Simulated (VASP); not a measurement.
# LuHf4O (P-6m2) in VASP: a series of runs

The runs below take LuHf4O through relaxation of cell and atoms, single point, with PBE.

All numbers are computed with VASP 6.6.1; they aren't measurements. Logs are shortened: lines on timing, memory, paths and dates and some standing lists are left out, and cuts for length are marked.

### Step 1. The cell of the first run

The structure is hexagonal, space group P-6m2 (No. 187). Conventional cell: a = 5.395 Å, b = 5.395 Å, c = 4.467 Å, α = 90.00°, β = 90.00°, γ = 120.00°. Lu (site symmetry -6m2) has 15 Hf at 3.11 to 3.50 Å and 3 O at 3.11 Å within 4.1 Å. Hf (site symmetry -6m2) has 6 Hf at 2.73 Å and 3 O at 3.11 Å and 3 Lu at 3.11 Å within 3.6 Å. Hf (site symmetry mm2) has 6 Hf at 2.69 to 2.73 Å and 2 O at 2.72 Å within 3.5 Å. O (site symmetry -6m2) has 9 Hf at 2.72 to 3.11 Å and 3 Lu at 3.11 Å within 3.6 Å.

### Step 2. Relaxation of cell and atoms, PBE

File INCAR:

```
PREC = Accurate ; ENCUT = 600
EDIFF = 1E-7 ; ISMEAR = 0
SIGMA = 0.1 ; LREAL = F
LASPH = T ; NELM = 100
ALGO = Normal ; ISIF = 3
LWAVE = F ; LCHARG = F
GGA = PE ; IBRION = 2
NSW = 90 ; EDIFFG = -0.04
```

File KPOINTS:

```
regular mesh
0
Gamma
  6 6 4
```

File POSCAR:

```
LuHf4O
1.0
    5.3945400500      0.0000000000      0.0000000000
   -2.6972700200      4.6718087200      0.0000000000
    0.0000000000      0.0000000000      4.4669243100
Lu Hf O
1 4 1
Direct
    0.0000000000      0.0000000000      0.0000000000
    0.3333333300      0.6666666700      0.0000000000
    0.5006160100      0.4993839900      0.5000000000
    0.5006160100      0.0012320300      0.5000000000
    0.9987679700      0.4993839900      0.5000000000
    0.6666666700      0.3333333300      0.0000000000
```

Potentials or basis: VASP PAW PBE potentials, release 64 (Lu, Hf_pv, O).

Run with:

```sh
$ cat potpaw_PBE.64/Lu/POTCAR potpaw_PBE.64/Hf_pv/POTCAR potpaw_PBE.64/O/POTCAR > POTCAR
$ mpirun -np 1 vasp_std > vasp.out
```

OUTCAR:

```text
PREC = Accurate
   ENCUT = 600
   EDIFF = 1E-7
   ISMEAR = 0
   LREAL = F
   LASPH = T
   NELM = 100
   ISIF = 3
   GGA = PE
   IBRION = 2
   NSW = 90
   EDIFFG = -0.04

 ion  position               nearest neighbor table
   1  0.000  0.000  0.000-   2 3.11   2 3.11   2 3.11   5 3.50   5 3.50   4 3.50   4 3.50   3 3.50
                             3 3.50   3 3.50   3 3.50   5 3.50   5 3.50   4 3.50   4 3.50
   2  0.333  0.667  0.000-   4 2.73   4 2.73   3 2.73   3 2.73   5 2.73   5 2.73   1 3.11   1 3.11
                             1 3.11
   3  0.501  0.499  0.500-   4 2.69   5 2.69   4 2.71   5 2.71   6 2.72   6 2.72   2 2.73   2 2.73
                             1 3.50   1 3.50   1 3.50   1 3.50
   4  0.501  0.001  0.500-   3 2.69   5 2.69   3 2.71   5 2.71   6 2.72   6 2.72   2 2.73   2 2.73
                             1 3.50   1 3.50   1 3.50   1 3.50
   5  0.999  0.499  0.500-   4 2.69   3 2.69   4 2.71   3 2.71   6 2.72   6 2.72   2 2.73   2 2.73
                             1 3.50   1 3.50   1 3.50   1 3.50
   6  0.667  0.333  0.000-   4 2.72   4 2.72   5 2.72   5 2.72   3 2.72   3 2.72

  LATTYP: Found a hexagonal cell.
 ALAT       =     5.3945400500
 C/A-ratio  =     0.8280454438

  Lattice vectors:

 A1 = (   5.3945400500,   0.0000000000,   0.0000000000)
 A2 = (  -2.6972700200,   4.6718087200,   0.0000000000)
 A3 = (   0.0000000000,   0.0000000000,   4.4669243100)

Analysis of symmetry for initial positions (statically):
=====================================================================
 Subroutine PRICEL returns:
 Original cell was already a primitive cell.

 Routine SETGRP: Setting up the symmetry group for a
 hexagonal supercell.

 Subroutine GETGRP returns: Found 12 space group operations
 (whereof 12 operations were pure point group operations)
 out of a pool of 24 trial point group operations.

The static configuration has the point symmetry D_3h.

Analysis of symmetry for dynamics (positions and initial velocities):
=====================================================================
 Subroutine PRICEL returns:
 Original cell was already a primitive cell.

 Routine SETGRP: Setting up the symmetry group for a
 hexagonal supercell.

 Subroutine GETGRP returns: Found 12 space group operations
 (whereof 12 operations were pure point group operations)
 out of a pool of 24 trial point group operations.

The dynamic configuration has the point symmetry D_3h.

 Subroutine INISYM returns: Found 12 space group operations
 (whereof 12 operations are pure point group operations),
 and found     1 'primitive' translations

----------------------------------------------------------------------------------------

                                     Primitive cell

  volume of cell :     112.5766

  direct lattice vectors                    reciprocal lattice vectors
     5.394540050  0.000000000  0.000000000     0.185372616  0.107024930  0.000000000
[... 116 lines left out ...]
   LHFCALC =     F    Hartree Fock is set to
   AEXX    =    0.0000 exact exchange contribution
   IVDW    =     0    specifies the selected vdW correction
   LEPSILON=     F    determine dielectric tensor
   LRPA    =     F    only Hartree local field effects (RPA)
 conjugate gradient relaxation of ions
 non-spin polarized calculation
 Gauss-broadening in eV      SIGMA  =   0.10
  energy-cutoff  :      600.00
  volume of cell :      112.58
 maximum number of plane-waves:      3798
 NGX is ok and might be reduce to    48
   NGX = 21   NGY = 21   NGZ = 17

--------------------------------------- Ionic step        1  -------------------------------------------

 number of electron      70.9999988 magnetization

 Free energy of the ion-electron system (eV)
  ---------------------------------------------------
  ext. energy  EPLUGINS =         0.00000000
  ---------------------------------------------------
  free energy    TOTEN  =       -46.56881694 eV

  energy without entropy =      -46.53881180  energy(sigma->0) =      -46.55381437

------------------------ aborting loop because EDIFF is reached ----------------------------------------

  FORCE on cell =-STRESS in cart. coord.  units (eV):
  Direction    XX          YY          ZZ          XY          YZ          ZX
  --------------------------------------------------------------------------------------
  -------------------------------------------------------------------------------------
  Total       14.9486556     14.9486556      6.4880100      0.0000000      0.0000000      0.0000000
  in kB      212.7475913    212.7475909     92.3366313      0.0000002      0.0000000      0.0000000
  external PRESSURE =     172.6106045 kB  Pullay stress =       0.0000000 kB
[... 27 lines left out ...]
--------------------------------------- Ionic step        2  -------------------------------------------

 number of electron      71.0000002 magnetization

 E-fermi :   3.2244     XC(G=0): -10.3140

 val. band max:        3.2237380612   @ k =   0.3333   0.0000   0.2500
 cond. band min:       3.2353012788   @ k =   0.1667  -0.0000   0.5000
 fundamental gap:      0.0115632176
 Fermi energy:         3.2244176193

 k-point     1 :       0.0000    0.0000    0.0000
  band No.  band energies     occupation
      1     -53.7586      2.00000
      2     -28.1314      2.00000
      3     -28.0958      2.00000
      4     -27.8852      2.00000
      5     -27.8852      2.00000
      6     -27.8027      2.00000
[... 1007 lines left out ...]
  FREE ENERGIE OF THE ION-ELECTRON SYSTEM (eV)
  ---------------------------------------------------
  free  energy   TOTEN  =       -47.6463439210 eV

  energy  without entropy=      -47.6040846726  energy(sigma->0) =      -47.62521430

[... ionic steps 4 to 29 ...]

--------------------------------------- Ionic step       30  -------------------------------------------

 number of electron      71.0000005 magnetization

------------------------ aborting loop because EDIFF is reached ----------------------------------------
[... 75 lines left out ...]
--------------------------------------- Ionic step       32  -------------------------------------------

 number of electron      71.0000007 magnetization

 Free energy of the ion-electron system (eV)
  ---------------------------------------------------
  ext. energy  EPLUGINS =         0.00000000
  ---------------------------------------------------
  free energy    TOTEN  =       -49.60382565 eV

  energy without entropy =      -49.55956084  energy(sigma->0) =      -49.58169324

 E-fermi :   3.7276     XC(G=0): -10.7755

 val. band max:        3.7169545515   @ k =   0.1667  -0.0000   0.5000
 cond. band min:       3.7382884566   @ k =   0.0000   0.0000   0.5000
 fundamental gap:      0.0213339051
 Fermi energy:         3.7276438319

 k-point     1 :       0.0000    0.0000    0.0000
  band No.  band energies     occupation
      1     -53.0129      2.00000
      2     -27.6544      2.00000
      3     -27.3460      2.00000
      4     -27.3460      2.00000
      5     -27.0058      2.00000
      6     -27.0058      2.00000
[... 967 lines left out ...]
  FREE ENERGIE OF THE ION-ELECTRON SYSTEM (eV)
  ---------------------------------------------------
  free  energy   TOTEN  =       -49.6038256472 eV

  energy  without entropy=      -49.5595608356  energy(sigma->0) =      -49.58169324

 reached required accuracy - stopping structural energy minimisation
```

CONTCAR:

```text
LuHf4O
   1.00000000000000
     6.9720713611971528    0.0000000020832473    0.0000000000000000
    -3.4860356723322758    6.0379909046170068   -0.0000000000000000
     0.0000000000000000    0.0000000000000000    3.1842500138940131
  Lu              Hf              O
     1     4     1
Direct
     0.0000000000000000    0.0000000000000000    0.0000000000000000
     0.3333333300000021    0.6666666699999979    0.0000000000000000
     0.5252183399570381    0.4747816600452138    0.5000000000000000
     0.5252183399564281    0.0504366899112083    0.5000000000000000
     0.9495633100865399    0.4747816600435719    0.5000000000000000
     0.6666666699999979    0.3333333300000021    0.0000000000000000

  0.00000000E+00  0.00000000E+00  0.00000000E+00
  0.00000000E+00  0.00000000E+00  0.00000000E+00
  0.00000000E+00  0.00000000E+00  0.00000000E+00
  0.00000000E+00  0.00000000E+00  0.00000000E+00
  0.00000000E+00  0.00000000E+00  0.00000000E+00
  0.00000000E+00  0.00000000E+00  0.00000000E+00
```

Wall time 57 min (1 thread of Intel Xeon Platinum 8559C (Emerald Rapids), shared host); peak memory 0.44 GiB.

Results:

```
Free energy                            : -49.6038 eV
Relaxed volume                         : 22.34 Å³/atom
Relaxed cell                           : a = 6.972 Å, b = 6.972 Å, c = 3.184 Å, α = 90.00°, β = 90.00°, γ = 120.00°
Space group after relaxing (to 0.05 Å) : P-6m2 (No. 187)
Energy gained by relaxing              : 505.8 meV/atom
Ionic steps                            : 32
Pressure after relaxing                : 0.1 GPa
Largest force after relaxing           : 0.026 eV/Å
```

Forces on the atoms (eV/Å):
```
Lu   0.000  0.000  0.000
Hf   0.000  0.000  0.000
Hf  -0.023  0.013  0.000
Hf   0.000 -0.026  0.000
Hf   0.023  0.013  0.000
O    0.000  0.000  0.000
```

Stress tensor (GPa, compression positive):
```
 0.16  0.00  0.00
 0.00  0.16  0.00
 0.00  0.00 -0.03
```

The path:
```
step  energy change (eV)  largest force (eV/Å)  pressure (GPa)  volume (Å³)
   1              0.0000                0.1642           17.26       112.58
   2             -0.6801                0.5995           -8.03       148.63
   3             -1.0775                0.3976           -0.92       133.22
   4             -1.1922                0.2679           -0.42       132.52
   5             -1.2116                0.6111           -0.02       132.09
   6             -1.2746                0.3842           -0.29       131.78
   7             -1.4050                0.1903           -0.63       130.44
   8             -1.9250                1.0846            3.53       125.80
   9              6.0976               11.7240           58.27       107.93
  10             -1.9456                1.7457            5.77       124.87
  11             -1.1573                5.2137           21.94       117.70
  12             -2.0349                2.2480            8.38       123.54
  13             -2.0387                2.9337           11.55       121.96
  14             -2.0537                2.6972           10.54       122.45
  15             -2.0580                2.7226           10.63       122.47
  16             -2.0697                2.8004           10.78       122.51
  17             -2.0864                2.9640           11.16       122.57
  18             -2.0875                3.3176           11.99       122.68
  19             -2.0923                3.1693           11.64       122.64
  20             -2.1126                3.1378           11.48       122.78
  21             -2.1722                3.0435           11.02       123.22
  22             -2.2846                2.8556           10.11       124.09
  23             -2.4818                2.4882            8.34       125.83
  24             -2.7674                1.8158            5.15       129.32
  25             -2.9466                0.7864            0.09       136.30
  26             -2.9496                0.8759            0.55       135.56
  27             -2.9626                0.8170            0.46       135.50
  28             -2.9943                0.6427            0.19       135.33
  29             -3.0253                0.3023           -0.27       134.97
  30             -3.0265                0.2251           -0.35       134.88
  31             -3.0312                0.1535           -0.20       134.58
  32             -3.0350                0.0263            0.10       134.05
```

Final structure:
```
CELL_PARAMETERS angstrom
6.97207 0.00000 0.00000
-3.48604 6.03799 0.00000
0.00000 0.00000 3.18425
ATOMIC_POSITIONS crystal
Lu 0.00000 0.00000 0.00000
Hf 0.33333 0.66667 0.00000
Hf 0.52522 0.47478 0.50000
Hf 0.52522 0.05044 0.50000
Hf 0.94956 0.47478 0.50000
O 0.66667 0.33333 0.00000
```

Caveat: the volume moved by over 15 % at a fixed basis, so the end points are rough; spin-orbit coupling is left out, which moves the levels of the heavy elements; an odd number of electrons without spin polarisation forces a metal; a magnetic or distorted state may lie lower.

### Step 3. Single point, PBE

This run uses another cell than the first one, of 22.71 Å³/atom, 1.210 times its volume.

File INCAR:

```
  ALGO = Normal
  EDIFF = 1E-6
  ENCUT = 520
  GGA = PE
  ISIF = 2
  ISMEAR = 0
  LASPH = True
  LCHARG = True
  LELF = True
  LREAL = False
  LVHAR = True
  LWAVE = False
  NBANDS = 44
  NELM = 60
  PREC = Accurate
  SIGMA = 0.1
```

File KPOINTS:

```
k-points
0
Gamma
  6 6 12
```

File POSCAR:

```
LuHf4O
1.0
    7.0508046394      0.0000000000      0.0000000000
   -3.5254023197      6.1061759348      0.0000000000
    0.0000000000      0.0000000000      3.1645331616
Lu Hf O
1 4 1
Direct
    0.0000000000      0.0000000000      0.0000000000
    0.3333333333      0.6666666667      0.0000000000
    0.5254999414      0.4745000586      0.5000000000
    0.5254999414      0.0509998829      0.5000000000
    0.9490001171      0.4745000586      0.5000000000
    0.6666666667      0.3333333333      0.0000000000
```

Potentials or basis: VASP PAW PBE potentials, release 64 (Lu, Hf_pv, O).

Run with:

```sh
$ cat potpaw_PBE.64/Lu/POTCAR potpaw_PBE.64/Hf_pv/POTCAR potpaw_PBE.64/O/POTCAR > POTCAR
$ mpirun -np 1 vasp_std > vasp.out
```

OUTCAR:

```text
EDIFF = 1E-6
   ENCUT = 520
   GGA = PE
   ISIF = 2
   ISMEAR = 0
   LASPH = True
   LREAL = False
   NELM = 60
   PREC = Accurate

 ion  position               nearest neighbor table
   1  0.000  0.000  0.000-
   2  0.333  0.667  0.000-   4 2.83   4 2.83   5 2.83   5 2.83   3 2.83   3 2.83
   3  0.525  0.475  0.500-   6 2.34   6 2.34   2 2.83   2 2.83   4 2.99   5 2.99
   4  0.525  0.051  0.500-   6 2.34   6 2.34   2 2.83   2 2.83   5 2.99   3 2.99
[... 1337 lines left out ...]
  --------------------------------------------------------------------------------------
  -------------------------------------------------------------------------------------
  Total       -0.3843173     -0.3843173     -0.5093326      0.0000000     -0.0000000      0.0000000
  in kB       -4.5194214     -4.5194214     -5.9895525      0.0000000     -0.0000000      0.0000000
  external PRESSURE =      -5.0094651 kB  Pullay stress =       0.0000000 kB

 VOLUME and BASIS-vectors are now :
 -----------------------------------------------------------------------------
  energy-cutoff  :      520.00
  volume of cell :      136.24
      direct lattice vectors                 reciprocal lattice vectors
     7.050804639  0.000000000  0.000000000     0.141827784  0.081884309  0.000000000
    -3.525402320  6.106175935  0.000000000     0.000000000  0.163768619  0.000000000
     0.000000000  0.000000000  3.164533162     0.000000000  0.000000000  0.316002377

 POSITION                                       TOTAL-FORCE (eV/Angst)
 -----------------------------------------------------------------------------------
      0.00000      0.00000      0.00000         0.000000      0.000000      0.000000
     -0.00000      4.07078      0.00000         0.000000      0.000000      0.000000
      2.03239      2.89738      1.58227         0.072282     -0.041732     -0.000000
      3.52540      0.31141      1.58227         0.000000      0.083465      0.000000
      5.01841      2.89738      1.58227        -0.072282     -0.041732     -0.000000
      3.52540      2.03539      0.00000         0.000000      0.000000      0.000000
 -----------------------------------------------------------------------------------
    total drift:                               -0.000000      0.000000      0.000000

  FREE ENERGIE OF THE ION-ELECTRON SYSTEM (eV)
  ---------------------------------------------------
  free  energy   TOTEN  =       -49.7571084691 eV

  energy  without entropy=      -49.7244396038  energy(sigma->0) =      -49.74077404
```

OSZICAR:

```text
N       E                     dE             d eps       ncg     rms          rms(c)
DAV:   1     0.506676239949E+03    0.50668E+03   -0.34090E+04  6596   0.378E+03
DAV:   2     0.118095503328E+02   -0.49487E+03   -0.47751E+03  5504   0.742E+02
DAV:   3    -0.488564317336E+02   -0.60666E+02   -0.58276E+02  5568   0.128E+02
DAV:   4    -0.535932651975E+02   -0.47368E+01   -0.45741E+01  6528   0.295E+01
DAV:   5    -0.538327186516E+02   -0.23945E+00   -0.23800E+00  6680   0.562E+00    0.843E+01
DAV:   6    -0.506822829102E+02    0.31504E+01   -0.30151E+01  5448   0.244E+01    0.422E+01
DAV:   7    -0.507622978515E+02   -0.80015E-01   -0.18071E+01  5428   0.191E+01    0.370E+01
DAV:   8    -0.499274375897E+02    0.83486E+00   -0.98652E+00  5508   0.122E+01    0.672E+00
DAV:   9    -0.497602029703E+02    0.16723E+00   -0.12381E+00  5812   0.411E+00    0.299E+00
DAV:  10    -0.497603528823E+02   -0.14991E-03   -0.12818E-01  5468   0.172E+00    0.140E+00
DAV:  11    -0.497574110742E+02    0.29418E-02   -0.25358E-02  5716   0.762E-01    0.412E-01
DAV:  12    -0.497571354354E+02    0.27564E-03   -0.34807E-03  5804   0.273E-01    0.131E-01
DAV:  13    -0.497571190113E+02    0.16424E-04   -0.64115E-04  6692   0.106E-01    0.505E-02
DAV:  14    -0.497571077171E+02    0.11294E-04   -0.60347E-05  6208   0.352E-02    0.309E-02
DAV:  15    -0.497571084691E+02   -0.75205E-06   -0.86667E-06  6224   0.155E-02
   1 F= -.49757108E+02 E0= -.49740774E+02  d E =-.326689E-01
```

stdout:

```text
POSCAR found type information on POSCAR LuHfO
 POSCAR found :  3 types and       6 ions
 scaLAPACK will be used
 LDA part: xc-table for (Slater+PW92), standard interpolation
 POSCAR, INCAR and KPOINTS ok, starting setup
 FFT: planning ... GRIDC
 FFT: planning ... GRID_SOFT
 FFT: planning ... GRID
 WAVECAR not read
 entering main loop
```

Wall time 4 min (1 thread of Intel Xeon Platinum 8559C (Emerald Rapids), shared host); peak memory 0.43 GiB.

Results:

* Free energy: -49.7571 eV
* Pressure: -0.5 GPa
* Largest force: 0.083 eV/Å

Forces in eV/Å, atoms in the order of the input:
```
Lu   0.000  0.000  0.000
Hf   0.000  0.000  0.000
Hf   0.072 -0.042  0.000
Hf   0.000  0.083  0.000
Hf  -0.072 -0.042  0.000
O    0.000  0.000  0.000
```

Stress tensor (GPa, compression positive):
```
-0.45  0.00  0.00
 0.00 -0.45  0.00
 0.00  0.00 -0.60
```

Caveat: spin-orbit coupling is left out, which moves the levels of the heavy elements; an odd number of electrons without spin polarisation forces a metal; a magnetic or distorted state may lie lower.

[end of part 1 of 2]
